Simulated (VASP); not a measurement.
# RbBr (Fm-3m) in VASP: notebook

RbBr is run at these levels: PBE, HSE06, PBE0; tasks: single point.

Everything below comes from runs of VASP 6.6.1. Logs are shortened: lines on timing, memory, paths and dates and some standing lists are left out, and cuts for length are marked.

### Step 1. The cell of the first run

The structure is cubic, space group Fm-3m (No. 225). The conventional cell has a = 6.922 Å, b = 6.922 Å, c = 6.922 Å, α = 90.00°, β = 90.00°, γ = 90.00°. Within 4.5 Å of Rb (site symmetry m-3m) lie 6 Br at 3.46 Å. Br (site symmetry m-3m) has 6 Rb at 3.46 Å within 4.5 Å.

### Step 2. Single point, PBE

File INCAR:

```
  ALGO = Normal
  EDIFF = 1E-6
  ENCUT = 520
  GGA = PE
  ISIF = 2
  ISMEAR = 0
  LASPH = T
  LCHARG = F
  LREAL = F
  LWAVE = F
  NBANDS = 15
  NELM = 80
  PREC = Accurate
  SIGMA = 0.01
```

File KPOINTS:

```
k-points
0
Gamma
  6 6 6
```

File POSCAR:

```
RbBr
1.0
    0.0000000000      3.4608321250      3.4608321250
    3.4608321250      0.0000000000      3.4608321250
    3.4608321250      3.4608321250      0.0000000000
Rb Br
1 1
Direct
    0.0000000000      0.0000000000      0.0000000000
    0.5000000000      0.5000000000      0.5000000000
```

Potentials or basis: VASP PAW PBE potentials, release 64 (Rb_sv, Br).

The run is started by

```bash
> cat potpaw_PBE.64/Rb_sv/POTCAR potpaw_PBE.64/Br/POTCAR > POTCAR
> mpirun -np 1 vasp_std > vasp.out
```

OUTCAR:

```text
EDIFF = 1E-6
   ENCUT = 520
   GGA = PE
   ISIF = 2
   ISMEAR = 0
   LASPH = T
   LREAL = F
   NELM = 80
   PREC = Accurate

 ion  position               nearest neighbor table
   1  0.000  0.000  0.000-   2 3.46   2 3.46   2 3.46   2 3.46   2 3.46   2 3.46
   2  0.500  0.500  0.500-   1 3.46   1 3.46   1 3.46   1 3.46   1 3.46   1 3.46

  LATTYP: Found a face centered cubic cell.
 ALAT       =     6.9216642500

  Lattice vectors:

 A1 = (   0.0000000000,   3.4608321250,   3.4608321250)
 A2 = (   3.4608321250,   0.0000000000,   3.4608321250)
 A3 = (   3.4608321250,   3.4608321250,   0.0000000000)

Analysis of symmetry for initial positions (statically):
=====================================================================
 Subroutine PRICEL returns:
 Original cell was already a primitive cell.

 Routine SETGRP: Setting up the symmetry group for a
 face centered cubic supercell.

 Subroutine GETGRP returns: Found 48 space group operations
 (whereof 48 operations were pure point group operations)
 out of a pool of 48 trial point group operations.

The static configuration has the point symmetry O_h .

Analysis of symmetry for dynamics (positions and initial velocities):
=====================================================================
 Subroutine PRICEL returns:
 Original cell was already a primitive cell.

 Routine SETGRP: Setting up the symmetry group for a
 face centered cubic supercell.

 Subroutine GETGRP returns: Found 48 space group operations
 (whereof 48 operations were pure point group operations)
 out of a pool of 48 trial point group operations.

The dynamic configuration has the point symmetry O_h .

 Subroutine INISYM returns: Found 48 space group operations
 (whereof 48 operations are pure point group operations),
 and found     1 'primitive' translations

----------------------------------------------------------------------------------------

                                     Primitive cell

  volume of cell :      82.9033

  direct lattice vectors                    reciprocal lattice vectors
     0.000000000  3.460832125  3.460832125    -0.144473925  0.144473925  0.144473925
     3.460832125  0.000000000  3.460832125     0.144473925 -0.144473925  0.144473925
     3.460832125  3.460832125  0.000000000     0.144473925  0.144473925 -0.144473925

  length of vectors
     4.894355728  4.894355728  4.894355728     0.250236178  0.250236178  0.250236178

  position of ions in fractional coordinates (direct lattice)
     0.000000000  0.000000000  0.000000000
     0.500000000  0.500000000  0.500000000

  ion indices of the primitive-cell ions
   primitive index   ion index
                 1           1
                 2           2

----------------------------------------------------------------------------------------

 KPOINTS: k-points

Automatic generation of k-mesh.
 Grid dimensions read from file:
 generate k-points for:    6    6    6

 Generating k-lattice:

  Cartesian coordinates                     Fractional coordinates (reciprocal lattice)
    -0.024078987  0.024078987  0.024078987     0.166666667  0.000000000  0.000000000
     0.024078987 -0.024078987  0.024078987     0.000000000  0.166666667  0.000000000
     0.024078987  0.024078987 -0.024078987     0.000000000  0.000000000  0.166666667

  Length of vectors
     0.041706030  0.041706030  0.041706030

  Shift w.r.t. Gamma in fractional coordinates (k-lattice)
     0.000000000  0.000000000  0.000000000

 Subroutine IBZKPT returns following result:
 ===========================================

 Found     16 irreducible k-points:

 Following reciprocal coordinates:
            Coordinates               Weight
  0.000000  0.000000  0.000000      1.000000
  0.166667  0.000000  0.000000      8.000000
  0.333333  0.000000  0.000000      8.000000
  0.500000  0.000000  0.000000      4.000000
  0.166667  0.166667  0.000000      6.000000
  0.333333  0.166667  0.000000     24.000000
[... 8 lines left out ...]
 -0.333333  0.333333  0.166667     24.000000
 -0.333333  0.500000  0.166667     12.000000
   k-points           NKPTS =     16   k-points in BZ     NKDIM =     16   number of bands    NBANDS=     15
   number of dos      NEDOS =    301   number of ions     NIONS =      2
   total plane-waves  NPLWV =  46656
   dimension x,y,z NGX =    36 NGY =   36 NGZ =   36
   dimension x,y,z NGXF=    72 NGYF=   72 NGZF=   72
   ions per type =               1   1
   NGX,Y,Z   is equivalent  to a cutoff of  12.23, 12.23, 12.23 a.u.
   NGXF,Y,Z  is equivalent  to a cutoff of  24.46, 24.46, 24.46 a.u.
 SYSTEM =  unknown system
   PREC   = accura    normal or accurate (medium, high low for compatibility)
   ISTART =      0    job   : 0-new  1-cont  2-samecut
   ICHARG =      2    charge: 1-file 2-atom 10-const
   ISPIN  =      1    spin polarized calculation?
   LNONCOLLINEAR =      F non collinear calculations
   LSORBIT =      F    spin-orbit coupling
   LASPH  =      T    aspherical Exc in radial PAW
   ENCUT  =  520.0 eV  38.22 Ry    6.18 a.u.   9.10  9.10  9.10*2*pi/ulx,y,z
   NELM   =     80;   NELMIN=  2; NELMDL= -5     # of ELM steps
   EDIFF  = 0.1E-05   stopping-criterion for ELM
   LREAL  =      F    real-space projection
   EDIFFG = 0.1E-04   stopping-criterion for IOM
   NSW    =      0    number of steps for IOM
   IBRION =     -1    ionic relax: 0-MD 1-quasi-New 2-CG
   NFREE  =      0    steps in history (QN), initial steepest desc. (CG)
   ISIF   =      2    stress and relaxation
   ISYM   =      2    0-nonsym 1-usesym 2-fastsym
   POTIM  = 0.5000    time-step for ionic-motion
   TEBEG  =    0.0;   TEEND  =   0.0 temperature during run
   PSTRESS=    0.0 pullay stress
   NELECT =      16.0000    total number of electrons
   NUPDOWN=      -1.0000    fix difference up-down
   EMIN   =  10.00;   EMAX   =-10.00  energy-range for DOS
   EFERMI =   0.00;   METHOD = LEGACY
   ISMEAR =     0;   SIGMA  =   0.01  broadening in eV -4-tet -1-fermi 0-gaus
   EFERMI_NEDOS =   21; number of points for ismear=-14 and -15
   IALGO  =     38    algorithm
   IMIX   =      4    mixing-type and parameters
     AMIX     =   0.40;   BMIX     =  1.00
     AMIX_MAG =   1.60;   BMIX_MAG =  1.00
  volume/ion in A,a.u.               =      41.45       279.73
  Fermi-wavevector in a.u.,A,eV,Ry     =   0.946072  1.787817 12.177931  0.895053
  Thomas-Fermi vector in A             =   2.074035
   LORBIT       =      0    0 simple, 1 ext, 2 COOP (PROOUT), +10 PAW based schemes
   GGA     = PE    functional components
   LHFCALC =     F    Hartree Fock is set to
   AEXX    =    0.0000 exact exchange contribution
   IVDW    =     0    specifies the selected vdW correction
   LEPSILON=     F    determine dielectric tensor
   LRPA    =     F    only Hartree local field effects (RPA)
 non-spin polarized calculation
 Gauss-broadening in eV      SIGMA  =   0.01
  energy-cutoff  :      520.00
  volume of cell :       82.90
 maximum number of plane-waves:      2252
   NGX = 19   NGY = 19   NGZ = 19

 number of electron      15.9999997 magnetization

 Free energy of the ion-electron system (eV)
  ---------------------------------------------------
  ext. energy  EPLUGINS =         0.00000000
  ---------------------------------------------------
  free energy    TOTEN  =        -6.10929048 eV

  energy without entropy =       -6.10929048  energy(sigma->0) =       -6.10929048

 E-fermi :  -1.7036     XC(G=0):  -7.1177

 val. band max:       -1.8613750640   @ k =   0.0000   0.0000   0.0000
 cond. band min:       2.4269374153   @ k =   0.0000   0.0000   0.0000
 fundamental gap:      4.2883124794
 Fermi energy:        -1.7035908536

 k-point     1 :       0.0000    0.0000    0.0000
  band No.  band energies     occupation
      1     -26.3384      2.00000
      2     -14.0136      2.00000
      3     -10.4127      2.00000
      4     -10.4127      2.00000
      5     -10.4127      2.00000
      6      -1.8614      2.00000
      7      -1.8614      2.00000
      8      -1.8614      2.00000
      9       2.4269      0.00000
     10       5.4087      0.00000
     11       5.4087      0.00000
     12       5.4087      0.00000
     13       6.2766      0.00000
     14       6.2766      0.00000
     15       9.0607      0.00000

 k-point     2 :       0.1667    0.0000    0.0000
  band No.  band energies     occupation
      1     -26.3364      2.00000
      2     -14.0227      2.00000
      3     -10.4146      2.00000
      4     -10.4146      2.00000
      5     -10.4027      2.00000
      6      -2.1496      2.00000
      7      -1.9491      2.00000
      8      -1.9491      2.00000
      9       3.0474      0.00000
     10       5.2721      0.00000
     11       5.7276      0.00000
     12       5.7276      0.00000
     13       6.6644      0.00000
     14       6.6644      0.00000
     15      10.0279      0.00000

 k-point     3 :       0.3333    0.0000    0.0000
  band No.  band energies     occupation
      1     -26.3323      2.00000
      2     -14.0407      2.00000
      3     -10.4182      2.00000
      4     -10.4182      2.00000
      5     -10.3828      2.00000
      6      -2.6082      2.00000
      7      -2.1138      2.00000
      8      -2.1138      2.00000
      9       4.2840      0.00000
     10       5.3880      0.00000
     11       6.6144      0.00000
     12       6.6144      0.00000
     13       7.6351      0.00000
     14       7.6351      0.00000
     15       9.5482      0.00000
[... 199 lines left out ...]
 k-point    15 :      -0.3333    0.3333    0.1667
  band No.  band energies     occupation
      1     -26.3286      2.00000
      2     -14.0039      2.00000
      3     -10.4998      2.00000
      4     -10.4926      2.00000
      5     -10.3979      2.00000
      6      -2.4739      2.00000
      7      -2.2000      2.00000
      8      -2.1733      2.00000
      9       5.1255      0.00000
     10       5.3403      0.00000
     11       6.5610      0.00000
     12       6.8274      0.00000
     13       8.2405      0.00000
     14       8.9126      0.00000
     15       8.9533      0.00000

 k-point    16 :      -0.3333    0.5000    0.1667
  band No.  band energies     occupation
      1     -26.3280      2.00000
      2     -13.9821      2.00000
      3     -10.5502      2.00000
      4     -10.5012      2.00000
      5     -10.4175      2.00000
      6      -2.2707      2.00000
      7      -2.2520      2.00000
      8      -2.1195      2.00000
      9       4.4493      0.00000
     10       5.8805      0.00000
     11       6.0515      0.00000
     12       6.9631      0.00000
     13       8.0266      0.00000
     14       8.8829      0.00000
     15       9.3261      0.00000

------------------------ aborting loop because EDIFF is reached ----------------------------------------

  FORCE on cell =-STRESS in cart. coord.  units (eV):
  Direction    XX          YY          ZZ          XY          YZ          ZX
  --------------------------------------------------------------------------------------
  -------------------------------------------------------------------------------------
  Total        0.2917276      0.2917276      0.2917276      0.0000000      0.0000000      0.0000000
  in kB        5.6378893      5.6378893      5.6378893      0.0000000      0.0000000      0.0000000
  external PRESSURE =       5.6378893 kB  Pullay stress =       0.0000000 kB

 VOLUME and BASIS-vectors are now :
 -----------------------------------------------------------------------------
  energy-cutoff  :      520.00
  volume of cell :       82.90
      direct lattice vectors                 reciprocal lattice vectors
     0.000000000  3.460832125  3.460832125    -0.144473925  0.144473925  0.144473925
     3.460832125  0.000000000  3.460832125     0.144473925 -0.144473925  0.144473925
     3.460832125  3.460832125  0.000000000     0.144473925  0.144473925 -0.144473925

 POSITION                                       TOTAL-FORCE (eV/Angst)
 -----------------------------------------------------------------------------------
      0.00000      0.00000      0.00000         0.000000     -0.000000      0.000000
      3.46083      3.46083      3.46083        -0.000000      0.000000     -0.000000
 -----------------------------------------------------------------------------------
    total drift:                                0.000000      0.000000      0.000000

  FREE ENERGIE OF THE ION-ELECTRON SYSTEM (eV)
  ---------------------------------------------------
  free  energy   TOTEN  =        -6.1092904776 eV

  energy  without entropy=       -6.1092904776  energy(sigma->0) =       -6.10929048
```

Wall time 12 s (1 thread of Intel Xeon Platinum 8488C (Sapphire Rapids), shared host); peak memory 0.2 GiB.

What came out:

| Property | Result |
| --- | --- |
| Free energy | -6.1093 eV |
| Pressure | 0.6 GPa |
| Band gap on the k mesh | 4.29 eV, direct |

PBE gaps usually lie below the measured ones, often by a third to a half.

### Step 3. Single point, HSE06

POSCAR is that of step 2.

File INCAR.step1:

```
SYSTEM = RbBr
  PREC = Accurate
  ENCUT = 520
  EDIFF = 1E-5
  ISMEAR = 0
  SIGMA = 0.01
  LREAL = .FALSE.
  LASPH = .TRUE.
  NELM = 60
  ALGO = Normal
  ISIF = 2
  LWAVE = .TRUE.
  LCHARG = .FALSE.
  GGA = PE
  NBANDS = 15
```

File INCAR.step2:

```
SYSTEM = RbBr
  PREC = Accurate
  ENCUT = 520
  EDIFF = 1E-6
  ISMEAR = 0
  SIGMA = 0.01
  LREAL = .FALSE.
  LASPH = .TRUE.
  NELM = 60
  ALGO = Normal
  ISIF = 2
  LWAVE = .FALSE.
  LCHARG = .FALSE.
  GGA = PE
  LHFCALC = .TRUE.
  HFSCREEN = 0.2079
  PRECFOCK = Normal
  ISTART = 1
  NBANDS = 15
```

File KPOINTS:

```
regular mesh
0
G
  4 4 4
  0 0 0
```

Potentials or basis: VASP PAW PBE potentials, release 64 (Rb_sv, Br).

The run is started by

```bash
> cat potpaw_PBE.64/Rb_sv/POTCAR potpaw_PBE.64/Br/POTCAR > POTCAR
> cp INCAR.step1 INCAR
> mpirun -np 1 vasp_std > vasp.out
> cp INCAR.step2 INCAR
> mpirun -np 1 vasp_std > vasp.out
```

It took 6.2 min on 1 thread of Intel Xeon Platinum 8488C (Sapphire Rapids), shared host; peak memory 0.31 GiB.

Results (log left out):

```
Free energy            : -7.0724 eV
Pressure               : 0.3 GPa
Band gap on the k mesh : 5.44 eV, direct
```

Levels at points of the mesh, in eV from the valence-band top:
| k point | band 5 | band 6 | band 7 | band 8 | band 9 | band 10 | band 11 | band 12 |
| --- | --- | --- | --- | --- | --- | --- | --- | --- |
| (0.00, 0.00, 0.00) | -9.07 | 0.00 | 0.00 | 0.00 | 5.44 | 8.53 | 8.53 | 8.53 |
| (0.50, 0.00, 0.00) | -9.01 | -0.97 | -0.34 | -0.34 | 7.88 | 8.86 | 10.81 | 10.81 |
| (0.50, 0.50, 0.00) | -9.13 | -0.49 | -0.17 | -0.17 | 6.78 | 8.30 | 10.27 | 10.58 |

Caveat: the PAW data sets were made with another functional, which shifts forces and pressure a little.

### Step 4. Single point, PBE0

POSCAR is that of step 3.

File INCAR.step1:

```
SYSTEM = RbBr
PREC = Accurate ; ENCUT = 520
EDIFF = 1E-5 ; ISMEAR = 0
SIGMA = 0.01 ; LREAL = .False.
LASPH = .True. ; NELM = 80
ALGO = Normal ; ISIF = 2
LWAVE = .True. ; LCHARG = .False.
GGA = PE ; NBANDS = 15
```

File INCAR.step2:

```
SYSTEM = RbBr
PREC = Accurate ; ENCUT = 520
EDIFF = 1E-6 ; ISMEAR = 0
SIGMA = 0.01 ; LREAL = .False.
LASPH = .True. ; NELM = 80
ALGO = Normal ; ISIF = 2
LWAVE = .False. ; LCHARG = .False.
GGA = PE ; LHFCALC = .True.
AEXX = 0.25 ; PRECFOCK = Normal
ISTART = 1 ; NBANDS = 15
```

File KPOINTS:

```
Automatic mesh
0
Gamma
  4 4 4
  0 0 0
```

The run is started by

```bash
> cat potpaw_PBE.64/Rb_sv/POTCAR potpaw_PBE.64/Br/POTCAR > POTCAR
> cp INCAR.step1 INCAR
> mpirun -np 1 vasp_std > vasp.out
> cp INCAR.step2 INCAR
> mpirun -np 1 vasp_std > vasp.out
```

It took 5.3 min on 1 thread of Intel Xeon Platinum 8488C (Sapphire Rapids), shared host; peak memory 0.21 GiB.

Results (log left out):

```yaml
Free_energy: -7.5910 eV
Pressure: 0.3 GPa
Band_gap_on_the_k_mesh: 6.17 eV, direct
```

Levels at points of the mesh, in eV from the valence-band top:
```
           k point  band 6  band 7  band 8  band 9  band 10  band 11
(0.00, 0.00, 0.00)    0.00    0.00    0.00    6.17     9.30     9.30
(0.50, 0.00, 0.00)   -0.99   -0.35   -0.35    8.62     9.63    11.60
(0.50, 0.50, 0.00)   -0.51   -0.17   -0.17    7.53     9.06    11.03
```

Caveat: the PAW data sets were made with another functional, which shifts forces and pressure a little.

### Step 5. Summary

```csv
level,k mesh,grid for exact exchange (PRECFOCK),screening parameter,gap on the mesh (eV),pressure (GPa)
PBE,6 × 6 × 6,-,-,4.29,0.6
HSE06,4 × 4 × 4,Normal,0.2079 1/Å,5.44,0.3
PBE0,4 × 4 × 4,Normal,-,6.17,0.3
```

Alike in all rows: task single point; potentials or basis VASP PAW PBE potentials, release 64 (Rb_sv, Br); no spin polarisation; cell as given; cutoff (eV) 520; smearing gaussian 0.01 eV.

On the cell as given the gap runs from 4.29 eV (PBE) to 6.17 eV (PBE0); the meshes differ, which moves gaps too. The pressure there spans 0.3 GPa (PBE0) to 0.6 GPa (PBE); a positive pressure means that this level wants a larger cell, a negative one a smaller.

Caveats: the PAW data sets were made with another functional, which shifts forces and pressure a little (some runs).

Absolute energies hang on the potentials; compare differences alone.
